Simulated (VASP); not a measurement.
Runs of VASP 6.6.1 on Pt. The structure is that of space group Fm-3m (No. 225), or close to it. The cells are those of the table. 

```csv
task,cell,k mesh,cutoff (eV),smearing,gap on the mesh (eV),pressure (GPa)
relaxation of cell and atoms,"relaxed from a = 2.769 Å, angles 60.0°, 1 atom",18 × 18 × 18,600,gaussian 0.1 eV,none,0.0
single point,"a = 2.753 Å, angles 60.0°, 1 atom",20 × 20 × 20,520,gaussian 0.15 eV,none,0.9
single point,"a = 2.753 Å, angles 60.0°, 1 atom",18 × 18 × 18,520,gaussian 0.1 eV,none,(a)
single point,"a = 2.769 Å, angles 60.0°, 1 atom",8 × 8 × 8,500,gaussian 0.1 eV,none,-4.9
single point,"a = 2.753 Å, angles 60.0°, 1 atom",22 × 22 × 22,520,gaussian 0.15 eV,none,0.9
```

Alike in all rows: level LDA; potentials or basis VASP PAW LDA potentials, release 64 (Pt); no spin polarisation.

**Question.** Estimate the missing entries.

**Answer.** (a) 0.8.

Caveats: spin-orbit coupling is left out, which moves the levels of the heavy elements.

A k mesh can miss the band edges, and the runs leave out spin-orbit coupling on Pt.

A gap of «none» marks levels without a gap at the run's occupations.
